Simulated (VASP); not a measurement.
# Au (P6_3/mmc) in VASP: a series of runs

Au is run at these levels: LDA; tasks: relaxation of shape and atoms at fixed volume, relaxation of cell and atoms.

Program: VASP 6.6.1. These are calculated values, not measurements. Logs are shortened: lines on timing, memory, paths and dates and some standing lists are left out, and cuts for length are marked.

## Step 1: The cell of the first run

It takes space group P6_3/mmc (No. 194, hexagonal). The conventional cell has a = 2.818 Å, b = 2.818 Å, c = 4.730 Å, α = 90.00°, β = 90.00°, γ = 120.00°. Au (site symmetry -6m2) has 12 Au at 2.82 to 2.87 Å within 3.7 Å.

This isn't the form of Au at room conditions, which is fcc.

## Step 2: Relaxation of shape and atoms at fixed volume, LDA (16.26 Å³/atom)

File INCAR:

```
SYSTEM = Au
ALGO = Fast
EDIFF = 1E-7
EDIFFG = -0.001
ENCUT = 600
GGA = CA
IBRION = 2
ISIF = 4
ISMEAR = -1
LASPH = .TRUE.
LCHARG = .FALSE.
LREAL = .FALSE.
LWAVE = .FALSE.
NELM = 60
NSW = 80
PREC = Accurate
SIGMA = 0.15
```

File KPOINTS:

```
k-points
0
G
  18 18 10
  0 0 0
```

File POSCAR:

```
Au
1.0
    2.8179341125      0.0000000000      0.0000000000
   -1.4089670562      2.4404025276      0.0000000000
    0.0000000000      0.0000000000      4.7298901793
Au
2
Direct
    0.3333333333      0.6666666667      0.7500000000
    0.6666666667      0.3333333333      0.2500000000
```

Potentials or basis: VASP PAW LDA potentials, release 64 (Au).

Run with:

```sh
$ cat potpaw_LDA.64/Au/POTCAR > POTCAR
$ mpirun -np 1 vasp_std > vasp.out
```

OUTCAR:

```text
SYSTEM = Au
   EDIFF = 1E-7
   EDIFFG = -0.001
   ENCUT = 600
   GGA = CA
   IBRION = 2
   ISIF = 4
   ISMEAR = -1
   LASPH = .TRUE.
   LREAL = .FALSE.
   NELM = 60
   NSW = 80
   PREC = Accurate

 ion  position               nearest neighbor table
   1  0.333  0.667  0.750-   2 2.87   2 2.87   2 2.87   2 2.87   2 2.87   2 2.87
   2  0.667  0.333  0.250-   1 2.87   1 2.87   1 2.87   1 2.87   1 2.87   1 2.87

  LATTYP: Found a hexagonal cell.
 ALAT       =     2.8179341125
 C/A-ratio  =     1.6784956605

  Lattice vectors:

 A1 = (   2.8179341125,   0.0000000000,   0.0000000000)
 A2 = (  -1.4089670562,   2.4404025276,   0.0000000000)
 A3 = (   0.0000000000,   0.0000000000,   4.7298901793)

Analysis of symmetry for initial positions (statically):
=====================================================================
 Subroutine PRICEL returns:
 Original cell was already a primitive cell.

 Routine SETGRP: Setting up the symmetry group for a
 hexagonal supercell.

 Subroutine GETGRP returns: Found 24 space group operations
 (whereof 12 operations were pure point group operations)
 out of a pool of 24 trial point group operations.

The static configuration has the point symmetry D_3d.
 The point group associated with its full space group is D_6h.

Analysis of symmetry for dynamics (positions and initial velocities):
=====================================================================
 Subroutine PRICEL returns:
 Original cell was already a primitive cell.

 Routine SETGRP: Setting up the symmetry group for a
 hexagonal supercell.

 Subroutine GETGRP returns: Found 24 space group operations
 (whereof 12 operations were pure point group operations)
 out of a pool of 24 trial point group operations.

The dynamic configuration has the point symmetry D_3d.
 The point group associated with its full space group is D_6h.

 Subroutine INISYM returns: Found 24 space group operations
 (whereof 12 operations are pure point group operations),
 and found     1 'primitive' translations

----------------------------------------------------------------------------------------

                                     Primitive cell

  volume of cell :      32.5270

  direct lattice vectors                    reciprocal lattice vectors
     2.817934113  0.000000000  0.000000000     0.354869901  0.204884233  0.000000000
    -1.408967056  2.440402528  0.000000000     0.000000000  0.409768466  0.000000000
     0.000000000  0.000000000  4.729890179     0.000000000  0.000000000  0.211421399

  length of vectors
     2.817934113  2.817934112  4.729890179     0.409768466  0.409768466  0.211421399

  position of ions in fractional coordinates (direct lattice)
     0.333333333  0.666666667  0.750000000
     0.666666667  0.333333333  0.250000000

  ion indices of the primitive-cell ions
   primitive index   ion index
                 1           1
                 2           2

----------------------------------------------------------------------------------------

 KPOINTS: k-points

Automatic generation of k-mesh.
 Grid dimensions read from file:
 generate k-points for:   18   18   10

 Generating k-lattice:

  Cartesian coordinates                     Fractional coordinates (reciprocal lattice)
     0.019714995  0.011382457  0.000000000     0.055555556 -0.000000000  0.000000000
     0.000000000  0.022764915  0.000000000     0.000000000  0.055555556  0.000000000
     0.000000000  0.000000000  0.021142140     0.000000000  0.000000000  0.100000000

  Length of vectors
     0.022764915  0.022764915  0.021142140

  Shift w.r.t. Gamma in fractional coordinates (k-lattice)
     0.000000000  0.000000000  0.000000000

 Subroutine IBZKPT returns following result:
 ===========================================

 Found    222 irreducible k-points:

 Following reciprocal coordinates:
            Coordinates               Weight
  0.000000  0.000000  0.000000      1.000000
  0.055556 -0.000000  0.000000      6.000000
  0.111111 -0.000000  0.000000      6.000000
  0.166667  0.000000  0.000000      6.000000
  0.222222  0.000000  0.000000      6.000000
  0.277778  0.000000  0.000000      6.000000
[... 16 lines left out ...]
  0.333333  0.111111  0.000000     12.000000
  0.388889  0.111111  0.000000     12.000000
 [... further k-points ...]
   k-points           NKPTS =    222   k-points in BZ     NKDIM =    222   number of bands    NBANDS=     15
   number of dos      NEDOS =    301   number of ions     NIONS =      2
   total plane-waves  NPLWV =  23040
   dimension x,y,z NGX =    24 NGY =   24 NGZ =   40
   dimension x,y,z NGXF=    48 NGYF=   48 NGZF=   80
   ions per type =               2
   NGX,Y,Z   is equivalent  to a cutoff of  14.16, 14.16, 14.06 a.u.
   NGXF,Y,Z  is equivalent  to a cutoff of  28.32, 28.32, 28.12 a.u.
 SYSTEM =  Au
   PREC   = accura    normal or accurate (medium, high low for compatibility)
   ISTART =      0    job   : 0-new  1-cont  2-samecut
   ICHARG =      2    charge: 1-file 2-atom 10-const
   ISPIN  =      1    spin polarized calculation?
   LNONCOLLINEAR =      F non collinear calculations
   LSORBIT =      F    spin-orbit coupling
   LASPH  =      T    aspherical Exc in radial PAW
   ENCUT  =  600.0 eV  44.10 Ry    6.64 a.u.   5.63  5.63  9.45*2*pi/ulx,y,z
   NELM   =     60;   NELMIN=  2; NELMDL= -5     # of ELM steps
   EDIFF  = 0.1E-06   stopping-criterion for ELM
   LREAL  =      F    real-space projection
   EDIFFG = -.1E-02   stopping-criterion for IOM
   NSW    =     80    number of steps for IOM
   IBRION =      2    ionic relax: 0-MD 1-quasi-New 2-CG
   NFREE  =      1    steps in history (QN), initial steepest desc. (CG)
   ISIF   =      4    stress and relaxation
   ISYM   =      2    0-nonsym 1-usesym 2-fastsym
   POTIM  = 0.5000    time-step for ionic-motion
   TEBEG  =    0.0;   TEEND  =   0.0 temperature during run
   PSTRESS=    0.0 pullay stress
   NELECT =      22.0000    total number of electrons
   NUPDOWN=      -1.0000    fix difference up-down
   EMIN   =  10.00;   EMAX   =-10.00  energy-range for DOS
   EFERMI =   0.00;   METHOD = LEGACY
   ISMEAR =    -1;   SIGMA  =   0.15  broadening in eV -4-tet -1-fermi 0-gaus
   EFERMI_NEDOS =   21; number of points for ismear=-14 and -15
   IALGO  =     68    algorithm
   IMIX   =      4    mixing-type and parameters
     AMIX     =   0.40;   BMIX     =  1.00
     AMIX_MAG =   1.60;   BMIX_MAG =  1.00
  volume/ion in A,a.u.               =      16.26       109.75
  Fermi-wavevector in a.u.,A,eV,Ry     =   1.437037  2.715606 28.097054  2.065075
  Thomas-Fermi vector in A             =   2.556159
   LORBIT       =      0    0 simple, 1 ext, 2 COOP (PROOUT), +10 PAW based schemes
   GGA     = CA    functional components
   LHFCALC =     F    Hartree Fock is set to
   AEXX    =    0.0000 exact exchange contribution
   IVDW    =     0    specifies the selected vdW correction
   LEPSILON=     F    determine dielectric tensor
   LRPA    =     F    only Hartree local field effects (RPA)
 conjugate gradient relaxation of ions
 non-spin polarized calculation
 RMM-DIIS sequential band-by-band and
  energy-cutoff  :      600.00
  volume of cell :       32.53
 maximum number of plane-waves:      1117
 NGX is ok and might be reduce to    24
   NGX = 11   NGY = 11   NGZ = 19

--------------------------------------- Ionic step        1  -------------------------------------------

 number of electron      22.0000000 magnetization

 Free energy of the ion-electron system (eV)
  ---------------------------------------------------
  ext. energy  EPLUGINS =         0.00000000
  ---------------------------------------------------
  free energy    TOTEN  =        -8.88568372 eV

  energy without entropy =       -8.83985383  energy(sigma->0) =       -8.86276877

------------------------ aborting loop because EDIFF is reached ----------------------------------------

  FORCE on cell =-STRESS in cart. coord.  units (eV):
  Direction    XX          YY          ZZ          XY          YZ          ZX
  --------------------------------------------------------------------------------------
  -------------------------------------------------------------------------------------
  Total        0.9891267      0.9891267      0.9093985      0.0000000      0.0000000      0.0000000
  in kB       48.7213334     48.7213334     44.7941683      0.0000000      0.0000000      0.0000000
  external PRESSURE =      47.4122784 kB  Pullay stress =       0.0000000 kB
[... 57 lines left out ...]
  energy  without entropy=       -8.8398949705  energy(sigma->0) =       -8.86282549

--------------------------------------- Ionic step        3  -------------------------------------------

 number of electron      21.9999999 magnetization

 Free energy of the ion-electron system (eV)
  ---------------------------------------------------
  ext. energy  EPLUGINS =         0.00000000
  ---------------------------------------------------
  free energy    TOTEN  =        -8.88577064 eV

  energy without entropy =       -8.83989523  energy(sigma->0) =       -8.86283293

 E-fermi :  10.0667     XC(G=0): -13.2554

 val. band max:       10.0636260849   @ k =   0.3333   0.1667   0.2000
 cond. band min:      10.0816784766   @ k =   0.3889   0.1111   0.3000
 fundamental gap:      0.0180523917
 Fermi energy:        10.0667026448

 k-point     1 :       0.0000    0.0000    0.0000
  band No.  band energies     occupation
      1      -0.3242      2.00000
      2       2.2161      2.00000
      3       4.9461      2.00000
      4       5.2316      2.00000
      5       5.2316      2.00000
      6       5.5798      2.00000
      7       5.5798      2.00000
      8       6.3235      2.00000
      9       6.3235      2.00000
     10       7.8429      2.00000
     11       7.8429      2.00000
     12       8.6907      1.99979
     13      13.0398      0.00000
     14      24.5849      0.00000
     15      25.8269      0.00000
[... 397 lines left out ...]
 k-point    24 :       0.3889    0.1111    0.0000
  band No.  band energies     occupation
      1       3.0276      2.00000
      2       3.0840      2.00000
      3       3.4227      2.00000
      4       5.1345      2.00000
      5       5.4592      2.00000
      6       5.5360      2.00000
      7       5.7723      2.00000
      8       7.7866      2.00000
      9       7.9850      2.00000
     10       8.1099      2.00000
     11      10.0141      1.17351
     12      13.0958      0.00000
     13      15.5342      0.00000
     14      17.6388      0.00000
     15      18.1452      0.00000

 [... further k-points ...]

------------------------ aborting loop because EDIFF is reached ----------------------------------------

  FORCE on cell =-STRESS in cart. coord.  units (eV):
  Direction    XX          YY          ZZ          XY          YZ          ZX
  --------------------------------------------------------------------------------------
  -------------------------------------------------------------------------------------
  Total        0.9585208      0.9585208      0.9559323      0.0000000     -0.0000000      0.0000000
  in kB       47.2137771     47.2137771     47.0862763      0.0000000     -0.0000000      0.0000000
  external PRESSURE =      47.1712768 kB  Pullay stress =       0.0000000 kB
[... 17 lines left out ...]
  FREE ENERGIE OF THE ION-ELECTRON SYSTEM (eV)
  ---------------------------------------------------
  free  energy   TOTEN  =        -8.8857706363 eV

  energy  without entropy=       -8.8398952286  energy(sigma->0) =       -8.86283293

 reached required accuracy - stopping structural energy minimisation
```

Wall time 94 s (1 thread of Intel Xeon Platinum 8488C (Sapphire Rapids), shared host); peak memory 0.23 GiB.

Results:

```
Free energy               : -8.8858 eV
Energy gained by relaxing : 0.0 meV/atom
Ionic steps               : 3
Pressure after relaxing   : 4.7 GPa
Band gap on the k mesh    : zero (bands 11 and 12 overlap by 7.28 eV)
```

Final structure:
```xyz
2
Lattice="2.8209 0.0000 0.0000 -1.4104 2.4430 0.0000 0.0000 0.0000 4.7200" Properties=species:S:1:pos:R:3 pbc="T T T"
Au    0.0000    1.6286    3.5400
Au    1.4104    0.8143    1.1800
```

Levels at points of the mesh, in eV from the Fermi level:
| k point | band 9 | band 10 | band 11 | band 12 | band 13 | band 14 |
| --- | --- | --- | --- | --- | --- | --- |
| (0.00, 0.00, 0.00) | -3.74 | -2.22 | -2.22 | -1.38 | 2.97 | 14.52 |
| (0.50, 0.00, 0.00) | -1.89 | -1.68 | 0.38 | 1.69 | 5.89 | 7.47 |
| (0.00, 0.00, 0.50) | -2.73 | -2.73 | -2.73 | -2.73 | 11.03 | 11.03 |
| (0.50, 0.00, 0.50) | -1.77 | -1.77 | 0.34 | 0.34 | 4.24 | 4.24 |

Caveat: spin-orbit coupling is left out, which moves the levels of the heavy elements.

(Continued in part 2 of 2.)

The gap in the log of VASP goes by the Fermi energy; the results here count the filled bands.